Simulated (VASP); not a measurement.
# W (R-3m) in VASP: further runs

W is run at these levels: LDA; tasks: single point.

Program: VASP 6.6.1. These are calculated values, not measurements. Logs are shortened: lines on timing, memory, paths and dates and some standing lists are left out, and cuts for length are marked.

## (1) The cell of the first run

It takes space group R-3m (No. 166, trigonal). Conventional cell: a = 4.038 Å, b = 4.038 Å, c = 3.015 Å, α = 90.00°, β = 90.00°, γ = 120.00°. W (site symmetry -3m) has 14 W at 2.54 to 3.08 Å within 3.4 Å.

## (2) Single point, LDA (14.19 Å³/atom)

INCAR reads:

```
SYSTEM = W
  PREC = Accurate
  ENCUT = 520
  EDIFF = 1E-6
  ISMEAR = 0
  SIGMA = 0.15
  LREAL = .False.
  LASPH = .True.
  NELM = 60
  ALGO = Fast
  ISIF = 2
  LWAVE = .False.
  LCHARG = .True.
  LELF = .True.
  LVHAR = .True.
  NBANDS = 13
```

KPOINTS reads:

```
Automatic mesh
0
Gamma
  22 22 22
  0 0 0
```

POSCAR reads:

```
W
1.0
   -1.3231196905      1.5319181226      1.5319181226
    1.5319181226     -1.3231196905      1.5319181226
    1.5319181226      1.5319181226     -1.3231196905
W
1
Direct
    0.0000000000      0.0000000000      0.0000000000
```

Potentials or basis: VASP PAW LDA potentials, release 64 (W_sv).

Run with:

```
cat potpaw_LDA.64/W_sv/POTCAR > POTCAR
mpirun -np 1 vasp_std > vasp.out
```

OUTCAR:

```text
SYSTEM = W
   PREC = Accurate
   ENCUT = 520
   EDIFF = 1E-6
   ISMEAR = 0
   LREAL = .False.
   LASPH = .True.
   NELM = 60
   ISIF = 2

 ion  position               nearest neighbor table
   1  0.000  0.000  0.000-

  LATTYP: Found a trigonal (rhomboedric) cell.
 ALAT       =     2.5385413103
 COS(alpha) =    -0.2648972803

  Lattice vectors:

 A1 = (  -1.3231196905,   1.5319181226,   1.5319181226)
 A2 = (   1.5319181226,  -1.3231196905,   1.5319181226)
 A3 = (   1.5319181226,   1.5319181226,  -1.3231196905)

Analysis of symmetry for initial positions (statically):
=====================================================================
 Subroutine PRICEL returns:
 Original cell was already a primitive cell.

 Routine SETGRP: Setting up the symmetry group for a
 trigonal (rhombohedral) supercell.

 Subroutine GETGRP returns: Found 12 space group operations
 (whereof 12 operations were pure point group operations)
 out of a pool of 12 trial point group operations.

The static configuration has the point symmetry D_3d.

Analysis of symmetry for dynamics (positions and initial velocities):
=====================================================================
 Subroutine PRICEL returns:
 Original cell was already a primitive cell.

 Routine SETGRP: Setting up the symmetry group for a
 trigonal (rhombohedral) supercell.

 Subroutine GETGRP returns: Found 12 space group operations
 (whereof 12 operations were pure point group operations)
 out of a pool of 12 trial point group operations.

The dynamic configuration has the point symmetry D_3d.

 Subroutine INISYM returns: Found 12 space group operations
 (whereof 12 operations are pure point group operations),
 and found     1 'primitive' translations

----------------------------------------------------------------------------------------

                                     Primitive cell

  volume of cell :      14.1890

  direct lattice vectors                    reciprocal lattice vectors
    -1.323119691  1.531918123  1.531918123    -0.042013350  0.308244708  0.308244708
     1.531918123 -1.323119691  1.531918123     0.308244708 -0.042013350  0.308244708
     1.531918123  1.531918123 -1.323119691     0.308244708  0.308244708 -0.042013350

  length of vectors
     2.538541310  2.538541310  2.538541310     0.437943743  0.437943743  0.437943743

  position of ions in fractional coordinates (direct lattice)
     0.000000000  0.000000000  0.000000000

  ion indices of the primitive-cell ions
   primitive index   ion index
                 1           1

----------------------------------------------------------------------------------------

 KPOINTS: Automatic mesh

Automatic generation of k-mesh.
 Grid dimensions read from file:
 generate k-points for:   22   22   22

 Generating k-lattice:

  Cartesian coordinates                     Fractional coordinates (reciprocal lattice)
    -0.001909698  0.014011123  0.014011123     0.045454545  0.000000000  0.000000000
     0.014011123 -0.001909698  0.014011123     0.000000000  0.045454545  0.000000000
     0.014011123  0.014011123 -0.001909698     0.000000000  0.000000000  0.045454545

  Length of vectors
     0.019906534  0.019906534  0.019906534

  Shift w.r.t. Gamma in fractional coordinates (k-lattice)
     0.000000000  0.000000000  0.000000000

 Subroutine IBZKPT returns following result:
 ===========================================

 Found   1024 irreducible k-points:

 Following reciprocal coordinates:
            Coordinates               Weight
  0.000000  0.000000  0.000000      1.000000
  0.045455  0.000000  0.000000      6.000000
  0.090909  0.000000  0.000000      6.000000
  0.136364  0.000000 -0.000000      6.000000
  0.181818  0.000000  0.000000      6.000000
  0.227273 -0.000000 -0.000000      6.000000
[... 16 lines left out ...]
  0.500000  0.045455  0.000000     12.000000
 -0.454545  0.045455  0.000000     12.000000
 [... further k-points ...]
   k-points           NKPTS =   1024   k-points in BZ     NKDIM =   1024   number of bands    NBANDS=     13
   number of dos      NEDOS =    301   number of ions     NIONS =      1
   total plane-waves  NPLWV =   8000
   dimension x,y,z NGX =    20 NGY =   20 NGZ =   20
   dimension x,y,z NGXF=    40 NGYF=   40 NGZF=   40
   ions per type =               1
   NGX,Y,Z   is equivalent  to a cutoff of  13.10, 13.10, 13.10 a.u.
   NGXF,Y,Z  is equivalent  to a cutoff of  26.20, 26.20, 26.20 a.u.
 SYSTEM =  W
   PREC   = accura    normal or accurate (medium, high low for compatibility)
   ISTART =      0    job   : 0-new  1-cont  2-samecut
   ICHARG =      2    charge: 1-file 2-atom 10-const
   ISPIN  =      1    spin polarized calculation?
   LNONCOLLINEAR =      F non collinear calculations
   LSORBIT =      F    spin-orbit coupling
   LASPH  =      T    aspherical Exc in radial PAW
   ENCUT  =  520.0 eV  38.22 Ry    6.18 a.u.   4.72  4.72  4.72*2*pi/ulx,y,z
   NELM   =     60;   NELMIN=  2; NELMDL= -5     # of ELM steps
   EDIFF  = 0.1E-05   stopping-criterion for ELM
   LREAL  =      F    real-space projection
   EDIFFG = 0.1E-04   stopping-criterion for IOM
   NSW    =      0    number of steps for IOM
   IBRION =     -1    ionic relax: 0-MD 1-quasi-New 2-CG
   NFREE  =      0    steps in history (QN), initial steepest desc. (CG)
   ISIF   =      2    stress and relaxation
   ISYM   =      2    0-nonsym 1-usesym 2-fastsym
   POTIM  = 0.5000    time-step for ionic-motion
   TEBEG  =    0.0;   TEEND  =   0.0 temperature during run
   PSTRESS=    0.0 pullay stress
   NELECT =      14.0000    total number of electrons
   NUPDOWN=      -1.0000    fix difference up-down
   EMIN   =  10.00;   EMAX   =-10.00  energy-range for DOS
   EFERMI =   0.00;   METHOD = LEGACY
   ISMEAR =     0;   SIGMA  =   0.15  broadening in eV -4-tet -1-fermi 0-gaus
   EFERMI_NEDOS =   21; number of points for ismear=-14 and -15
   IALGO  =     68    algorithm
   IMIX   =      4    mixing-type and parameters
     AMIX     =   0.40;   BMIX     =  1.00
     AMIX_MAG =   1.60;   BMIX_MAG =  1.00
  volume/ion in A,a.u.               =      14.19        95.75
  Fermi-wavevector in a.u.,A,eV,Ry     =   1.629797  3.079870 36.140327  2.656239
  Thomas-Fermi vector in A             =   2.722204
   LORBIT       =      0    0 simple, 1 ext, 2 COOP (PROOUT), +10 PAW based schemes
   GGA     = CA    functional components
   LHFCALC =     F    Hartree Fock is set to
   AEXX    =    0.0000 exact exchange contribution
   IVDW    =     0    specifies the selected vdW correction
   LEPSILON=     F    determine dielectric tensor
   LRPA    =     F    only Hartree local field effects (RPA)
 non-spin polarized calculation
 RMM-DIIS sequential band-by-band and
 Gauss-broadening in eV      SIGMA  =   0.15
  energy-cutoff  :      520.00
  volume of cell :       14.19
 maximum number of plane-waves:       395
   NGX =  9   NGY =  9   NGZ =  9

 number of electron      13.9999999 magnetization

 Free energy of the ion-electron system (eV)
  ---------------------------------------------------
  ext. energy  EPLUGINS =         0.00000000
  ---------------------------------------------------
  free energy    TOTEN  =       -13.59212816 eV

  energy without entropy =      -13.58584364  energy(sigma->0) =      -13.58898590

 E-fermi :  13.1994     XC(G=0): -14.4304

 val. band max:       13.1952621046   @ k =   0.4091   0.4091   0.0000
 cond. band min:      13.2044981974   @ k =  -0.2273   0.3636   0.1818
 fundamental gap:      0.0092360929
 Fermi energy:        13.1993640081

 k-point     1 :       0.0000    0.0000    0.0000
  band No.  band energies     occupation
      1     -60.6766      2.00000
      2     -24.5257      2.00000
      3     -24.0325      2.00000
      4     -24.0325      2.00000
      5       2.9446      2.00000
      6       9.7204      2.00000
      7       9.7204      2.00000
      8      14.1646      0.00000
      9      16.4303      0.00000
     10      16.4303      0.00000
     11      27.0338      0.00000
     12      27.0338      0.00000
     13      30.6671      0.00000

 k-point     2 :       0.0455    0.0000    0.0000
  band No.  band energies     occupation
      1     -60.6727      2.00000
      2     -24.5419      2.00000
      3     -24.0648      2.00000
      4     -24.0322      2.00000
      5       3.0479      2.00000
      6       9.7027      2.00000
      7       9.7640      2.00000
      8      14.1650      0.00000
      9      16.3760      0.00000
     10      16.3964      0.00000
     11      27.1429      0.00000
     12      27.2780      0.00000
     13      30.7895      0.00000

 k-point     3 :       0.0909    0.0000    0.0000
  band No.  band energies     occupation
      1     -60.6610      2.00000
      2     -24.5993      2.00000
      3     -24.1478      2.00000
      4     -24.0315      2.00000
      5       3.3470      2.00000
      6       9.6484      2.00000
      7       9.8803      2.00000
      8      14.1795      0.00000
      9      16.2589      0.00000
     10      16.3115      0.00000
     11      27.4455      0.00000
     12      27.9384      0.00000
     13      31.1383      0.00000

 k-point     4 :       0.1364    0.0000   -0.0000
  band No.  band energies     occupation
      1     -60.6427      2.00000
      2     -24.7210      2.00000
      3     -24.2431      2.00000
      4     -24.0303      2.00000
      5       3.8096      2.00000
      6       9.5560      2.00000
      7      10.0305      2.00000
      8      14.2588      0.00000
      9      16.1677      0.00000
     10      16.2165      0.00000
     11      27.8741      0.00000
     12      28.8032      0.00000
     13      31.6433      0.00000

 k-point     5 :       0.1818    0.0000    0.0000
  band No.  band energies     occupation
      1     -60.6190      2.00000
      2     -24.9195      2.00000
      3     -24.3163      2.00000
      4     -24.0288      2.00000
      5       4.3806      2.00000
      6       9.4261      2.00000
      7      10.1738      2.00000
      8      14.4920      0.00000
      9      16.1561      0.00000
     10      16.1587      0.00000
     11      28.3189      0.00000
     12      29.4703      0.00000
     13      32.1565      0.00000
[... 257 lines left out ...]
 k-point    22 :       0.4545    0.0455   -0.0000
  band No.  band energies     occupation
      1     -60.4776      2.00000
      2     -26.1966      2.00000
      3     -24.4953      2.00000
      4     -24.0436      2.00000
      5       6.2013      2.00000
      6       8.5483      2.00000
      7      13.1292      1.49175
      8      16.4173      0.00000
      9      17.1263      0.00000
     10      18.1038      0.00000
     11      25.4278      0.00000
     12      26.4396      0.00000
     13      32.3387      0.00000

 k-point    23 :       0.5000    0.0455    0.0000
  band No.  band energies     occupation
      1     -60.4748      2.00000
      2     -26.2227      2.00000
      3     -24.4896      2.00000
      4     -24.0399      2.00000
      5       6.2126      2.00000
      6       8.5497      2.00000
      7      12.9990      1.94107
      8      16.4777      0.00000
      9      17.0428      0.00000
     10      18.2644      0.00000
     11      25.6218      0.00000
     12      26.4310      0.00000
     13      32.1834      0.00000

 k-point    24 :      -0.4545    0.0455    0.0000
  band No.  band energies     occupation
      1     -60.4802      2.00000
      2     -26.1765      2.00000
      3     -24.4781      2.00000
      4     -24.0368      2.00000
      5       6.2300      2.00000
      6       8.6086      2.00000
      7      12.4273      2.00000
      8      16.5664      0.00000
      9      16.8355      0.00000
     10      18.2848      0.00000
     11      25.7375      0.00000
     12      26.7143      0.00000
     13      32.9469      0.00000

 [... further k-points ...]

------------------------ aborting loop because EDIFF is reached ----------------------------------------

  FORCE on cell =-STRESS in cart. coord.  units (eV):
  Direction    XX          YY          ZZ          XY          YZ          ZX
  --------------------------------------------------------------------------------------
  -------------------------------------------------------------------------------------
  Total        3.9899769      3.9899769      3.9899769     -1.7395584     -1.7395584     -1.7395584
  in kB      450.5356642    450.5356642    450.5356642   -196.4254781   -196.4254781   -196.4254781
  external PRESSURE =     450.5356642 kB  Pullay stress =       0.0000000 kB

 VOLUME and BASIS-vectors are now :
 -----------------------------------------------------------------------------
  energy-cutoff  :      520.00
  volume of cell :       14.19
      direct lattice vectors                 reciprocal lattice vectors
    -1.323119691  1.531918123  1.531918123    -0.042013350  0.308244708  0.308244708
     1.531918123 -1.323119691  1.531918123     0.308244708 -0.042013350  0.308244708
     1.531918123  1.531918123 -1.323119691     0.308244708  0.308244708 -0.042013350

 POSITION                                       TOTAL-FORCE (eV/Angst)
 -----------------------------------------------------------------------------------
      0.00000      0.00000      0.00000         0.000000     -0.000000      0.000000
 -----------------------------------------------------------------------------------
    total drift:                                0.000000     -0.000000      0.000000

  FREE ENERGIE OF THE ION-ELECTRON SYSTEM (eV)
  ---------------------------------------------------
  free  energy   TOTEN  =       -13.5921281564 eV

  energy  without entropy=      -13.5858436419  energy(sigma->0) =      -13.58898590
```

Run time: 65 s. Hardware: 1 thread of Intel Xeon 6975P-C (Granite Rapids), shared host; peak memory 0.27 GiB.

Results:

| Quantity | Value |
| --- | --- |
| Free energy | -13.5921 eV |
| Pressure | 45.1 GPa |
| Band gap on the k mesh | zero (bands 7 and 8 overlap by 3.55 eV) |

Caveat: the cell stands under pressure; spin-orbit coupling is left out, which moves the levels of the heavy elements.

## (3) Single point, LDA (14.19 Å³/atom)

INCAR reads:

```
PREC     = Accurate       # precision mode
ENCUT    = 520            # plane-wave cutoff, eV
EDIFF    = 1E-6           # SCF threshold, eV
ISMEAR   = 0              # smearing method
SIGMA    = 0.15           # smearing width, eV
LREAL    = False          # projectors in reciprocal space
LASPH    = True           # aspherical terms in the spheres
NELM     = 100            # most SCF steps
ALGO     = Fast           # electronic algorithm
ISIF     = 2              # what is computed and relaxed
LWAVE    = False          # write WAVECAR
LCHARG   = True           # write CHGCAR
LELF     = True           # ELF
LVHAR    = True         
NBANDS   = 13             # bands
```

KPOINTS reads:

```
Automatic mesh
0
Gamma
  22 22 22
```

POSCAR reads:

```
W
1.0
   -1.7270326038      1.5316219523      1.5316219523
    1.5316219523     -1.7270326038      1.5316219523
    1.5316219523      1.5316219523     -1.7270326038
W
1
Direct
    0.0000000000      0.0000000000      0.0000000000
```

Potentials or basis: VASP PAW LDA potentials, release 64 (W_sv).

Run with:

```
cat potpaw_LDA.64/W_sv/POTCAR > POTCAR
mpirun -np 1 vasp_std > vasp.out
```

Run time: 72 s. Hardware: 1 thread of Intel Xeon 6975P-C (Granite Rapids), shared host; peak memory 0.29 GiB.

It converged, with:

* Free energy: -13.3267 eV
* Pressure: 51.0 GPa
* Band gap on the k mesh: zero (bands 7 and 8 overlap by 5.69 eV)

Stress tensor (GPa, compression positive):
```
50.97 42.76 42.76
42.76 50.97 42.76
42.76 42.76 50.97
```

Levels at points of the mesh, in eV from the Fermi level:
| k point | band 3 | band 4 | band 5 | band 6 | band 7 | band 8 | band 9 | band 10 | band 11 | band 12 |
| --- | --- | --- | --- | --- | --- | --- | --- | --- | --- | --- |
| (0.00, 0.00, 0.00) | -37.69 | -36.50 | -10.14 | -4.21 | -1.40 | -1.40 | 3.95 | 3.95 | 12.33 | 16.30 |
| (0.50, 0.00, 0.00) | -37.97 | -37.44 | -7.11 | -4.09 | 1.56 | 1.82 | 2.51 | 6.78 | 10.94 | 17.02 |
| (0.50, 0.50, 0.00) | -38.01 | -36.58 | -7.17 | -5.18 | 0.13 | 4.31 | 4.58 | 6.39 | 10.50 | 12.09 |
| (0.50, 0.50, 0.50) | -38.21 | -38.21 | -7.01 | -7.01 | 4.28 | 4.28 | 8.14 | 8.47 | 8.47 | 11.98 |

Caveat: the cell stands under pressure; spin-orbit coupling is left out, which moves the levels of the heavy elements.
